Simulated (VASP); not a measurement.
# Ca (I4/mmm) in VASP: further runs, part 2 of 2

VASP 6.6.1. The steps go on from the part before.

### 3 Single point, PBE

Contents of INCAR:

```
PREC = Accurate ; ENCUT = 520
EDIFF = 1E-6 ; ISMEAR = 0
SIGMA = 0.15 ; LREAL = False
LASPH = True ; NELM = 80
ALGO = Fast ; ISIF = 2
LWAVE = False ; LCHARG = False
GGA = PE ; NBANDS = 11
```

Contents of KPOINTS:

```
regular mesh
0
Gamma
  18 18 18
```

Contents of POSCAR:

```
Ca
1.0
   -2.1362466162      2.1362466162      2.3401848537
    2.1362466162     -2.1362466162      2.3401848537
    2.1362466162      2.1362466162     -2.3401848537
Ca
1
Direct
    0.5000000000      0.5000000000      0.0000000000
```

Potentials or basis: VASP PAW PBE potentials, release 64 (Ca_sv).

Started as:

```
cat potpaw_PBE.64/Ca_sv/POTCAR > POTCAR
mpirun -np 1 vasp_std > vasp.out
```

OUTCAR:

```text
PREC = Accurate
   ENCUT = 520
   EDIFF = 1E-6
   ISMEAR = 0
   LREAL = False
   LASPH = True
   NELM = 80
   ISIF = 2
   GGA = PE

 ion  position               nearest neighbor table
   1  0.500  0.500  0.000-

  LATTYP: Found a body centered tetragonal cell.
 ALAT       =     4.2724932324
 C/A-ratio  =     1.0954656808

  Lattice vectors:

 A1 = (  -2.1362466162,   2.1362466162,   2.3401848537)
 A2 = (   2.1362466162,  -2.1362466162,   2.3401848537)
 A3 = (   2.1362466162,   2.1362466162,  -2.3401848537)

Analysis of symmetry for initial positions (statically):
=====================================================================
 Subroutine PRICEL returns:
 Original cell was already a primitive cell.

 Routine SETGRP: Setting up the symmetry group for a
 body centered tetragonal supercell.

 Subroutine GETGRP returns: Found 16 space group operations
 (whereof 16 operations were pure point group operations)
 out of a pool of 16 trial point group operations.

The static configuration has the point symmetry D_4h.

Analysis of symmetry for dynamics (positions and initial velocities):
=====================================================================
[... 170 lines left out ...]
      3     -21.0524      2.00000
      4     -21.0416      2.00000
      5      -2.0876      2.00000
      6       4.1353      0.00000
      7       4.1353      0.00000
      8       4.5110      0.00000
      9       5.0091      0.00000
     10       5.4758      0.00000
     11      11.5793      0.00000
[... 309 lines left out ...]
 k-point    24 :      -0.2222    0.0556   -0.0000
  band No.  band energies     occupation
      1     -40.1269      2.00000
      2     -21.0962      2.00000
      3     -21.0653      2.00000
      4     -21.0477      2.00000
      5      -1.3875      2.00000
      6       3.6969      0.00000
      7       3.9855      0.00000
      8       4.7979      0.00000
      9       4.9231      0.00000
     10       5.3838      0.00000
     11      10.3860      0.00000

 [... further k-points ...]

------------------------ aborting loop because EDIFF is reached ----------------------------------------

  FORCE on cell =-STRESS in cart. coord.  units (eV):
  Direction    XX          YY          ZZ          XY          YZ          ZX
  --------------------------------------------------------------------------------------
  -------------------------------------------------------------------------------------
  Total       -0.0794973     -0.0794973     -0.0187088      0.0000000     -0.0000000      0.0000000
  in kB       -2.9816061     -2.9816061     -0.7016883      0.0000000     -0.0000000      0.0000000
  external PRESSURE =      -2.2216335 kB  Pullay stress =       0.0000000 kB

 VOLUME and BASIS-vectors are now :
 -----------------------------------------------------------------------------
  energy-cutoff  :      520.00
  volume of cell :       42.72
      direct lattice vectors                 reciprocal lattice vectors
    -2.136246616  2.136246616  2.340184854     0.000000000  0.234055374  0.213658335
     2.136246616 -2.136246616  2.340184854     0.234055374  0.000000000  0.213658335
     2.136246616  2.136246616 -2.340184854     0.234055374  0.234055374  0.000000000

 POSITION                                       TOTAL-FORCE (eV/Angst)
 -----------------------------------------------------------------------------------
      0.00000      0.00000      2.34018         0.000000      0.000000     -0.000000
 -----------------------------------------------------------------------------------
    total drift:                                0.000000     -0.000000      0.000000

  FREE ENERGIE OF THE ION-ELECTRON SYSTEM (eV)
  ---------------------------------------------------
  free  energy   TOTEN  =        -1.9235043438 eV

  energy  without entropy=       -1.9068330631  energy(sigma->0) =       -1.91516870
```

OSZICAR:

```text
N       E                     dE             d eps       ncg     rms          rms(c)
DAV:   1     0.710283274610E+02    0.71028E+02   -0.53001E+03 10568   0.806E+02
DAV:   2     0.140883456353E+01   -0.69619E+02   -0.69021E+02 11508   0.221E+02
DAV:   3    -0.176562784316E+01   -0.31745E+01   -0.31439E+01 18616   0.396E+01
DAV:   4    -0.193047485412E+01   -0.16485E+00   -0.16446E+00 13558   0.520E+00
DAV:   5    -0.193200822941E+01   -0.15334E-02   -0.15331E-02 14870   0.609E-01    0.221E+00
RMM:   6    -0.192502439068E+01    0.69838E-02   -0.93263E-03 11265   0.106E+00    0.137E+00
RMM:   7    -0.192370491133E+01    0.13195E-02   -0.21523E-02 12560   0.182E+00    0.110E-01
RMM:   8    -0.192335866070E+01    0.34625E-03   -0.48429E-03 12557   0.842E-01    0.262E-02
RMM:   9    -0.192346715203E+01   -0.10849E-03   -0.12361E-03 15870   0.399E-01    0.230E-02
RMM:  10    -0.192349716409E+01   -0.30012E-04   -0.21929E-04 16324   0.147E-01    0.635E-03
RMM:  11    -0.192350368896E+01   -0.65249E-05   -0.53983E-05 16831   0.615E-02    0.103E-02
RMM:  12    -0.192350504703E+01   -0.13581E-05   -0.50105E-06 13353   0.236E-02    0.833E-03
RMM:  13    -0.192350401686E+01    0.10302E-05   -0.40350E-06 11207   0.132E-02    0.282E-03
RMM:  14    -0.192350434381E+01   -0.32695E-06   -0.11169E-06  9400   0.641E-03
   1 F= -.19235043E+01 E0= -.19151687E+01  d E =-.166713E-01
```

stdout:

```text
POSCAR found type information on POSCAR Ca
 POSCAR found :  1 types and       1 ions
 scaLAPACK will be used
 LDA part: xc-table for (Slater+PW92), standard interpolation
 POSCAR, INCAR and KPOINTS ok, starting setup
 FFT: planning ... GRIDC
 FFT: planning ... GRID_SOFT
 FFT: planning ... GRID
 WAVECAR not read
 entering main loop
WARNING in EDDRMM: call to ZHEGV failed, returncode =   6  3     11
WARNING in EDDRMM: call to ZHEGV failed, returncode =   8  4      5
WARNING in EDDRMM: call to ZHEGV failed, returncode =   8  4      7
WARNING in EDDRMM: call to ZHEGV failed, returncode =   8  4     10
WARNING in EDDRMM: call to ZHEGV failed, returncode =   6  3      7
WARNING in EDDRMM: call to ZHEGV failed, returncode =   6  3      6
WARNING in EDDRMM: call to ZHEGV failed, returncode =   6  3     10
WARNING in EDDRMM: call to ZHEGV failed, returncode =   6  3      8
WARNING in EDDRMM: call to ZHEGV failed, returncode =   8  4     10
WARNING in EDDRMM: call to ZHEGV failed, returncode =   6  3      6
WARNING in EDDRMM: call to ZHEGV failed, returncode =   6  3      5
WARNING in EDDRMM: call to ZHEGV failed, returncode =   6  3      7
WARNING in EDDRMM: call to ZHEGV failed, returncode =   6  3      6
WARNING in EDDRMM: call to ZHEGV failed, returncode =   6  3      9
WARNING in EDDRMM: call to ZHEGV failed, returncode =   6  3      6
```

It took 79 s on 1 thread of Intel Xeon 6975P-C (Granite Rapids), shared host; peak memory 0.32 GiB.

What came out:

- Free energy: -1.9235 eV
- Pressure: -0.2 GPa
- Band gap on the k mesh: zero (band 5 reaches 2.19 eV, above the bottom of band 6 at 1.84 eV)

Levels at points of the mesh, in eV from the Fermi level:
| k point | band 2 | band 3 | band 4 | band 5 | band 6 | band 7 | band 8 | band 9 |
| --- | --- | --- | --- | --- | --- | --- | --- | --- |
| (0.00, 0.00, 0.00) | -23.01 | -23.01 | -23.00 | -4.04 | 2.18 | 2.18 | 2.56 | 3.05 |
| (0.50, 0.00, 0.00) | -23.14 | -23.05 | -23.00 | -0.95 | -0.12 | 1.52 | 2.97 | 3.64 |
| (0.50, 0.50, 0.00) | -23.14 | -23.05 | -23.01 | -0.77 | 0.18 | 1.03 | 3.53 | 3.73 |
| (0.50, 0.50, 0.50) | -23.11 | -23.09 | -23.09 | -0.05 | 0.17 | 2.95 | 4.05 | 4.15 |
